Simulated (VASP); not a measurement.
# BP (I-4m2) in VASP: further runs

BP is run at these levels: PBE; tasks: single point.

Everything below comes from runs of VASP 6.6.1. Logs are shortened: lines on timing, memory, paths and dates and some standing lists are left out, and cuts for length are marked.

## Step 1: The cell of the first run

It takes space group I-4m2 (No. 119, tetragonal). Conventional cell: a = 3.209 Å, b = 3.209 Å, c = 4.493 Å, α = 90.00°, β = 90.00°, γ = 90.00°. B (site symmetry -4m2) has 4 P at 1.96 Å within 2.6 Å. P (site symmetry -4m2) has 4 B at 1.96 Å within 2.6 Å.

## Step 2: Single point, PBE

INCAR reads:

```
ALGO = Normal
EDIFF = 1E-6
ENCUT = 520
GGA = PE
ISIF = 2
ISMEAR = -1
LASPH = T
LCHARG = F
LREAL = F
LWAVE = F
NBANDS = 11
NELM = 80
PREC = Accurate
SIGMA = 0.05
```

KPOINTS reads:

```
k-points
0
Gamma
  7 7 7
```

POSCAR reads:

```
BP
1.0
    0.0000000000      2.2690000000      2.2463100000
    2.2690000000      0.0000000000      2.2463100000
    2.2690000000      2.2690000000      0.0000000000
B P
1 1
Direct
    0.0000000000      0.0000000000      0.0000000000
    0.2500000000      0.2500000000      0.2500000000
```

Potentials or basis: VASP PAW PBE potentials, release 64 (B, P).

On the command line:

```console
$ cat potpaw_PBE.64/B/POTCAR potpaw_PBE.64/P/POTCAR > POTCAR
$ mpirun -np 1 vasp_std > vasp.out
```

OUTCAR:

```text
EDIFF = 1E-6
   ENCUT = 520
   GGA = PE
   ISIF = 2
   ISMEAR = -1
   LASPH = T
   LREAL = F
   NELM = 80
   PREC = Accurate

 ion  position               nearest neighbor table
   1  0.000  0.000  0.000-   2 1.96   2 1.96   2 1.96   2 1.96
   2  0.250  0.250  0.250-   1 1.96   1 1.96   1 1.96   1 1.96

  LATTYP: Found a body centered tetragonal cell.
 ALAT       =     3.2088505730
 C/A-ratio  =     1.4000714267

  Lattice vectors:

 A1 = (   0.0000000000,  -2.2690000000,  -2.2463100000)
 A2 = (   0.0000000000,   2.2690000000,  -2.2463100000)
 A3 = (   2.2690000000,   0.0000000000,   2.2463100000)

Analysis of symmetry for initial positions (statically):
=====================================================================
 Subroutine PRICEL returns:
 Original cell was already a primitive cell.

 Routine SETGRP: Setting up the symmetry group for a
 body centered tetragonal supercell.

 Subroutine GETGRP returns: Found  8 space group operations
 (whereof  8 operations were pure point group operations)
 out of a pool of 16 trial point group operations.

The static configuration has the point symmetry D_2d.

Analysis of symmetry for dynamics (positions and initial velocities):
=====================================================================
 Subroutine PRICEL returns:
 Original cell was already a primitive cell.

 Routine SETGRP: Setting up the symmetry group for a
 body centered tetragonal supercell.

 Subroutine GETGRP returns: Found  8 space group operations
 (whereof  8 operations were pure point group operations)
 out of a pool of 16 trial point group operations.

The dynamic configuration has the point symmetry D_2d.

 Subroutine INISYM returns: Found  8 space group operations
 (whereof  8 operations are pure point group operations),
 and found     1 'primitive' translations

----------------------------------------------------------------------------------------

                                     Primitive cell

  volume of cell :      23.1296

  direct lattice vectors                    reciprocal lattice vectors
     0.000000000  2.269000000  2.246310000    -0.220361393  0.220361393  0.222587265
     2.269000000  0.000000000  2.246310000     0.220361393 -0.220361393  0.222587265
     2.269000000  2.269000000  0.000000000     0.220361393  0.220361393 -0.222587265

  length of vectors
     3.192846632  3.192846632  3.208850573     0.382966549  0.382966549  0.382966549

  position of ions in fractional coordinates (direct lattice)
     0.000000000  0.000000000  0.000000000
     0.250000000  0.250000000  0.250000000

  ion indices of the primitive-cell ions
   primitive index   ion index
                 1           1
                 2           2

----------------------------------------------------------------------------------------

 KPOINTS: k-points

Automatic generation of k-mesh.
 Grid dimensions read from file:
 generate k-points for:    7    7    7

 Generating k-lattice:

  Cartesian coordinates                     Fractional coordinates (reciprocal lattice)
    -0.031480199  0.031480199  0.031798181     0.142857143 -0.000000000  0.000000000
     0.031480199 -0.031480199  0.031798181    -0.000000000  0.142857143  0.000000000
     0.031480199  0.031480199 -0.031798181     0.000000000  0.000000000  0.142857143

  Length of vectors
     0.054709507  0.054709507  0.054709507

  Shift w.r.t. Gamma in fractional coordinates (k-lattice)
     0.000000000  0.000000000  0.000000000

 Subroutine IBZKPT returns following result:
 ===========================================

 Found     40 irreducible k-points:

 Following reciprocal coordinates:
            Coordinates               Weight
  0.000000  0.000000  0.000000      1.000000
  0.142857 -0.000000  0.000000      8.000000
  0.285714 -0.000000  0.000000      8.000000
  0.428571  0.000000  0.000000      8.000000
  0.142857  0.142857  0.000000      2.000000
  0.285714  0.142857  0.000000      8.000000
[... 16 lines left out ...]
  0.428571  0.285714  0.142857      8.000000
 -0.428571  0.285714  0.142857     16.000000
 [... further k-points ...]
   k-points           NKPTS =     40   k-points in BZ     NKDIM =     40   number of bands    NBANDS=     11
   number of dos      NEDOS =    301   number of ions     NIONS =      2
   total plane-waves  NPLWV =  13824
   dimension x,y,z NGX =    24 NGY =   24 NGZ =   24
   dimension x,y,z NGXF=    48 NGYF=   48 NGZF=   48
   ions per type =               1   1
   NGX,Y,Z   is equivalent  to a cutoff of  12.50, 12.50, 12.43 a.u.
   NGXF,Y,Z  is equivalent  to a cutoff of  24.99, 24.99, 24.87 a.u.
 SYSTEM =  unknown system
   PREC   = accura    normal or accurate (medium, high low for compatibility)
   ISTART =      0    job   : 0-new  1-cont  2-samecut
   ICHARG =      2    charge: 1-file 2-atom 10-const
   ISPIN  =      1    spin polarized calculation?
   LNONCOLLINEAR =      F non collinear calculations
   LSORBIT =      F    spin-orbit coupling
   LASPH  =      T    aspherical Exc in radial PAW
   ENCUT  =  520.0 eV  38.22 Ry    6.18 a.u.   5.94  5.94  5.97*2*pi/ulx,y,z
   NELM   =     80;   NELMIN=  2; NELMDL= -5     # of ELM steps
   EDIFF  = 0.1E-05   stopping-criterion for ELM
   LREAL  =      F    real-space projection
   EDIFFG = 0.1E-04   stopping-criterion for IOM
   NSW    =      0    number of steps for IOM
   IBRION =     -1    ionic relax: 0-MD 1-quasi-New 2-CG
   NFREE  =      0    steps in history (QN), initial steepest desc. (CG)
   ISIF   =      2    stress and relaxation
   ISYM   =      2    0-nonsym 1-usesym 2-fastsym
   POTIM  = 0.5000    time-step for ionic-motion
   TEBEG  =    0.0;   TEEND  =   0.0 temperature during run
   PSTRESS=    0.0 pullay stress
   NELECT =       8.0000    total number of electrons
   NUPDOWN=      -1.0000    fix difference up-down
   EMIN   =  10.00;   EMAX   =-10.00  energy-range for DOS
   EFERMI =   0.00;   METHOD = LEGACY
   ISMEAR =    -1;   SIGMA  =   0.05  broadening in eV -4-tet -1-fermi 0-gaus
   EFERMI_NEDOS =   21; number of points for ismear=-14 and -15
   IALGO  =     38    algorithm
   IMIX   =      4    mixing-type and parameters
     AMIX     =   0.40;   BMIX     =  1.00
     AMIX_MAG =   1.60;   BMIX_MAG =  1.00
  volume/ion in A,a.u.               =      11.56        78.04
  Fermi-wavevector in a.u.,A,eV,Ry     =   1.149164  2.171605 17.967547  1.320577
  Thomas-Fermi vector in A             =   2.285835
   LORBIT       =      0    0 simple, 1 ext, 2 COOP (PROOUT), +10 PAW based schemes
   GGA     = PE    functional components
   LHFCALC =     F    Hartree Fock is set to
   AEXX    =    0.0000 exact exchange contribution
   IVDW    =     0    specifies the selected vdW correction
   LEPSILON=     F    determine dielectric tensor
   LRPA    =     F    only Hartree local field effects (RPA)
 non-spin polarized calculation
  energy-cutoff  :      520.00
  volume of cell :       23.13
 maximum number of plane-waves:       632
   NGX = 11   NGY = 11   NGZ = 11

 number of electron       8.0000001 magnetization

 Free energy of the ion-electron system (eV)
  ---------------------------------------------------
  ext. energy  EPLUGINS =         0.00000000
  ---------------------------------------------------
  free energy    TOTEN  =       -12.92072912 eV

  energy without entropy =      -12.92072886  energy(sigma->0) =      -12.92072899

 E-fermi :   8.1418     XC(G=0): -10.9495

 val. band max:        7.6200977140   @ k =   0.0000   0.0000   0.0000
 cond. band min:       8.6929908935   @ k =   0.4286   0.4286   0.0000
 fundamental gap:      1.0728931795
 Fermi energy:         8.1418210887

 k-point     1 :       0.0000    0.0000    0.0000
  band No.  band energies     occupation
      1      -7.9964      2.00000
      2       7.5223      1.99999
      3       7.5223      1.99999
      4       7.6201      1.99994
      5      10.9320      0.00000
      6      10.9890      0.00000
      7      10.9890      0.00000
      8      15.0812      0.00000
      9      19.1351      0.00000
     10      19.5777      0.00000
     11      19.8410      0.00000

 k-point     2 :       0.1429   -0.0000    0.0000
  band No.  band energies     occupation
      1      -7.6268      2.00000
      2       5.2719      2.00000
      3       6.9821      2.00000
      4       7.0616      2.00000
      5      11.5504      0.00000
      6      11.7116      0.00000
      7      11.7155      0.00000
      8      16.0558      0.00000
      9      18.5648      0.00000
     10      18.7448      0.00000
     11      20.1681      0.00000

 k-point     3 :       0.2857   -0.0000    0.0000
  band No.  band energies     occupation
      1      -6.5525      2.00000
      2       1.8382      2.00000
      3       6.2089      2.00000
      4       6.3155      2.00000
      5      11.5566      0.00000
      6      12.3914      0.00000
      7      12.4505      0.00000
      8      17.5268      0.00000
      9      18.8278      0.00000
     10      18.8457      0.00000
     11      20.7889      0.00000

 k-point     4 :       0.4286    0.0000    0.0000
  band No.  band energies     occupation
      1      -5.0370      2.00000
      2      -0.9813      2.00000
      3       5.7754      2.00000
      4       5.9016      2.00000
      5      11.4044      0.00000
      6      12.2683      0.00000
      7      12.3792      0.00000
      8      17.7446      0.00000
      9      21.2326      0.00000
     10      21.3468      0.00000
     11      22.0761      0.00000
[... 239 lines left out ...]
 k-point    22 :      -0.1429    0.0000    0.1429
  band No.  band energies     occupation
      1      -7.0165      2.00000
      2       3.9286      2.00000
      3       4.7527      2.00000
      4       6.9860      2.00000
      5      11.9423      0.00000
      6      12.1923      0.00000
      7      12.9510      0.00000
      8      15.9853      0.00000
      9      17.2263      0.00000
     10      20.3156      0.00000
     11      21.5883      0.00000

 k-point    23 :       0.4286    0.2857    0.1429
  band No.  band energies     occupation
      1      -5.5943      2.00000
      2       1.8695      2.00000
      3       3.1131      2.00000
      4       5.0643      2.00000
      5      11.1314      0.00000
      6      13.2996      0.00000
      7      13.8524      0.00000
      8      16.0073      0.00000
      9      19.8281      0.00000
     10      21.7121      0.00000
     11      24.3001      0.00000

 k-point    24 :      -0.4286    0.2857    0.1429
  band No.  band energies     occupation
      1      -4.1392      2.00000
      2      -0.3098      2.00000
      3       2.5445      2.00000
      4       4.2112      2.00000
      5      11.7672      0.00000
      6      13.0316      0.00000
      7      15.3636      0.00000
      8      16.8630      0.00000
      9      19.0518      0.00000
     10      21.7130      0.00000
     11      25.2519      0.00000

 [... further k-points ...]

------------------------ aborting loop because EDIFF is reached ----------------------------------------

  FORCE on cell =-STRESS in cart. coord.  units (eV):
  Direction    XX          YY          ZZ          XY          YZ          ZX
  --------------------------------------------------------------------------------------
  -------------------------------------------------------------------------------------
  Total        0.2510748      0.2510748      0.6363236      0.0000000      0.0000000      0.0000000
  in kB       17.3918219     17.3918219     44.0778005      0.0000000      0.0000000      0.0000000
  external PRESSURE =      26.2871481 kB  Pullay stress =       0.0000000 kB

 VOLUME and BASIS-vectors are now :
 -----------------------------------------------------------------------------
  energy-cutoff  :      520.00
  volume of cell :       23.13
      direct lattice vectors                 reciprocal lattice vectors
     0.000000000  2.269000000  2.246310000    -0.220361393  0.220361393  0.222587265
     2.269000000  0.000000000  2.246310000     0.220361393 -0.220361393  0.222587265
     2.269000000  2.269000000  0.000000000     0.220361393  0.220361393 -0.222587265

 POSITION                                       TOTAL-FORCE (eV/Angst)
 -----------------------------------------------------------------------------------
      0.00000      0.00000      0.00000        -0.000000     -0.000000     -0.000000
      1.13450      1.13450      1.12315         0.000000      0.000000      0.000000
 -----------------------------------------------------------------------------------
    total drift:                                0.000000      0.000000      0.000000

  FREE ENERGIE OF THE ION-ELECTRON SYSTEM (eV)
  ---------------------------------------------------
  free  energy   TOTEN  =       -12.9207291249 eV

  energy  without entropy=      -12.9207288584  energy(sigma->0) =      -12.92072899
```

Run time: 5.4 s. Hardware: 1 thread of Intel Xeon 6975P-C (Granite Rapids), shared host; peak memory 0.13 GiB.

Results:

```
Free energy            : -12.9207 eV
Pressure               : 2.6 GPa
Band gap on the k mesh : 1.07 eV, indirect (least direct gap 3.31 eV)
```

Stress tensor (GPa, compression positive):
```
1.74 0.00 0.00
0.00 1.74 0.00
0.00 0.00 4.41
```

A k mesh can miss the band edges.

## Step 3: Single point, PBE

This run uses another cell than the first one, of 11.80 Å³/atom, 1.020 times its volume.

INCAR reads:

```
SYSTEM = BP
  PREC = Accurate
  ENCUT = 520
  EDIFF = 1E-6
  ISMEAR = -1
  SIGMA = 0.05
  LREAL = .False.
  LASPH = .True.
  NELM = 80
  ALGO = Normal
  ISIF = 2
  LWAVE = .False.
  LCHARG = .False.
  GGA = PE
  NBANDS = 11
```

KPOINTS reads:

```
regular mesh
0
Gamma
  7 7 7
  0 0 0
```

POSCAR reads:

```
BP
1.0
    0.0000000000      2.2690000000      2.2916900000
    2.2690000000      0.0000000000      2.2916900000
    2.2690000000      2.2690000000      0.0000000000
B P
1 1
Direct
    0.0000000000      0.0000000000      0.0000000000
    0.2500000000      0.2500000000      0.2500000000
```

Potentials or basis: VASP PAW PBE potentials, release 64 (B, P).

On the command line:

```console
$ cat potpaw_PBE.64/B/POTCAR potpaw_PBE.64/P/POTCAR > POTCAR
$ mpirun -np 1 vasp_std > vasp.out
```

It took 4.9 s on 1 thread of Intel Xeon 6975P-C (Granite Rapids), shared host; peak memory 0.13 GiB.

Results (log left out):

* Free energy: -12.9237 eV
* Pressure: -0.7 GPa
* Band gap on the k mesh: 1.18 eV, indirect (least direct gap 3.33 eV)

Stress tensor (GPa, compression positive):
```
 0.21  0.00  0.00
 0.00  0.21  0.00
 0.00  0.00 -2.46
```

Levels at points of the mesh, in eV from the valence-band top:
| k point | band 1 | band 2 | band 3 | band 4 | band 5 | band 6 | band 7 | band 8 |
| --- | --- | --- | --- | --- | --- | --- | --- | --- |
| (0.00, 0.00, 0.00) | -15.41 | -0.10 | 0.00 | 0.00 | 3.33 | 3.33 | 3.39 | 7.19 |

## Step 4: Single point, PBE

This run uses another cell than the first one, of 11.92 Å³/atom, 1.030 times its volume.

INCAR reads:

```
PREC = Accurate
ENCUT = 520
EDIFF = 1E-7
ISMEAR = -1
SIGMA = 0.05
LREAL = F
LASPH = T
NELM = 100
ALGO = Normal
ISIF = 2
LWAVE = F
LCHARG = F
GGA = PE
NBANDS = 11
```

KPOINTS reads:

```
Automatic mesh
0
Gamma
  7 7 7
```

POSCAR reads:

```
BP
1.0
    0.0000000000      2.2690000000      2.3143800000
    2.2690000000      0.0000000000      2.3143800000
    2.2690000000      2.2690000000      0.0000000000
B P
1 1
Direct
    0.0000000000      0.0000000000      0.0000000000
    0.2500000000      0.2500000000      0.2500000000
```

Potentials or basis: VASP PAW PBE potentials, release 64 (B, P).

On the command line:

```console
$ cat potpaw_PBE.64/B/POTCAR potpaw_PBE.64/P/POTCAR > POTCAR
$ mpirun -np 1 vasp_std > vasp.out
```

OUTCAR:

```text
PREC = Accurate
   ENCUT = 520
   EDIFF = 1E-7
   ISMEAR = -1
   LREAL = F
   LASPH = T
   NELM = 100
   ISIF = 2
   GGA = PE

 ion  position               nearest neighbor table
   1  0.000  0.000  0.000-   2 1.98   2 1.98   2 1.98   2 1.98
   2  0.250  0.250  0.250-   1 1.98   1 1.98   1 1.98   1 1.98

  LATTYP: Found a body centered tetragonal cell.
 ALAT       =     3.2088505730
 C/A-ratio  =     1.4424978336

  Lattice vectors:
[... 519 lines left out ...]
     11      24.5809      0.00000

 [... further k-points ...]

------------------------ aborting loop because EDIFF is reached ----------------------------------------

  FORCE on cell =-STRESS in cart. coord.  units (eV):
  Direction    XX          YY          ZZ          XY          YZ          ZX
  --------------------------------------------------------------------------------------
  -------------------------------------------------------------------------------------
  Total       -0.0652637     -0.0652637     -0.8598744      0.0000000      0.0000000      0.0000000
  in kB       -4.3878212     -4.3878212    -57.8111942      0.0000000      0.0000000      0.0000000
  external PRESSURE =     -22.1956122 kB  Pullay stress =       0.0000000 kB

 VOLUME and BASIS-vectors are now :
 -----------------------------------------------------------------------------
  energy-cutoff  :      520.00
  volume of cell :       23.83
      direct lattice vectors                 reciprocal lattice vectors
     0.000000000  2.269000000  2.314380000    -0.220361393  0.220361393  0.216040581
     2.269000000  0.000000000  2.314380000     0.220361393 -0.220361393  0.216040581
     2.269000000  2.269000000  0.000000000     0.220361393  0.220361393 -0.216040581

 POSITION                                       TOTAL-FORCE (eV/Angst)
 -----------------------------------------------------------------------------------
      0.00000      0.00000      0.00000        -0.000000      0.000000     -0.000000
      1.13450      1.13450      1.15719         0.000000     -0.000000      0.000000
 -----------------------------------------------------------------------------------
    total drift:                                0.000000      0.000000      0.000000

  FREE ENERGIE OF THE ION-ELECTRON SYSTEM (eV)
  ---------------------------------------------------
  free  energy   TOTEN  =       -12.9178229219 eV

  energy  without entropy=      -12.9178226485  energy(sigma->0) =      -12.91782279
```

Run time: 5.6 s. Hardware: 1 thread of Intel Xeon 6975P-C (Granite Rapids), shared host; peak memory 0.13 GiB.

What came out:

| Quantity | Value |
| --- | --- |
| Free energy | -12.9178 eV |
| Pressure | -2.2 GPa |
| Band gap on the k mesh | 1.12 eV, indirect (least direct gap 3.27 eV) |

## Step 5: Single point, PBE

This run uses another cell than the first one, of 12.03 Å³/atom, 1.040 times its volume.

INCAR reads:

```
SYSTEM = BP
PREC = Accurate ; ENCUT = 520
EDIFF = 1E-7 ; ISMEAR = -1
SIGMA = 0.05 ; LREAL = .FALSE.
LASPH = .TRUE. ; NELM = 100
ALGO = Normal ; ISIF = 2
LWAVE = .FALSE. ; LCHARG = .FALSE.
GGA = PE ; NBANDS = 11
```

KPOINTS reads:

```
regular mesh
0
G
  7 7 7
  0 0 0
```

POSCAR reads:

```
BP
1.0
    0.0000000000      2.2690000000      2.3370700000
    2.2690000000      0.0000000000      2.3370700000
    2.2690000000      2.2690000000      0.0000000000
B P
1 1
Direct
    0.0000000000      0.0000000000      0.0000000000
    0.2500000000      0.2500000000      0.2500000000
```

On the command line:

```console
$ cat potpaw_PBE.64/B/POTCAR potpaw_PBE.64/P/POTCAR > POTCAR
$ mpirun -np 1 vasp_std > vasp.out
```

Wall time 6 s (1 thread of Intel Xeon 6975P-C (Granite Rapids), shared host); peak memory 0.13 GiB.

Results (log left out):

```yaml
Free_energy: -12.9071 eV
Pressure: -3.7 GPa
Band_gap_on_the_k_mesh: 1.06 eV, indirect (least direct gap 3.21 eV)
```

Stress tensor (GPa, compression positive):
```
-1.02  0.00  0.00
 0.00 -1.02  0.00
 0.00  0.00 -9.03
```

Levels at points of the mesh, in eV from the valence-band top:
```
           k point  band 1  band 2  band 3  band 4  band 5  band 6  band 7  band 8  band 9
(0.00, 0.00, 0.00)  -15.30   -0.30    0.00    0.00    3.21    3.21    3.37    6.81   11.22
```

A k mesh can miss the band edges. A hybrid or GW would open this gap; PBE tends to underestimate it.

## Step 6: Overview

```csv
cell,gap on the mesh (eV),pressure (GPa)
"a = 3.193, b = 3.193, c = 3.209 Å, angles 59.8, 59.8, 60.3°, 2 atoms",1.07,2.6
"a = 3.225, b = 3.225, c = 3.209 Å, angles 60.2, 60.2, 59.7°, 2 atoms",1.18,-0.7
"a = 3.241, b = 3.241, c = 3.209 Å, angles 60.3, 60.3, 59.3°, 2 atoms",1.12,-2.2
"a = 3.257, b = 3.257, c = 3.209 Å, angles 60.5, 60.5, 59.0°, 2 atoms",1.06,-3.7
```

Alike in all rows: task single point; level PBE; potentials or basis VASP PAW PBE potentials, release 64 (B, P); no spin polarisation; k mesh 7 × 7 × 7; cutoff (eV) 520; smearing fermi-dirac 0.05 eV.

Total energies depend on the potentials used, so only differences within one code and one set of settings carry meaning.
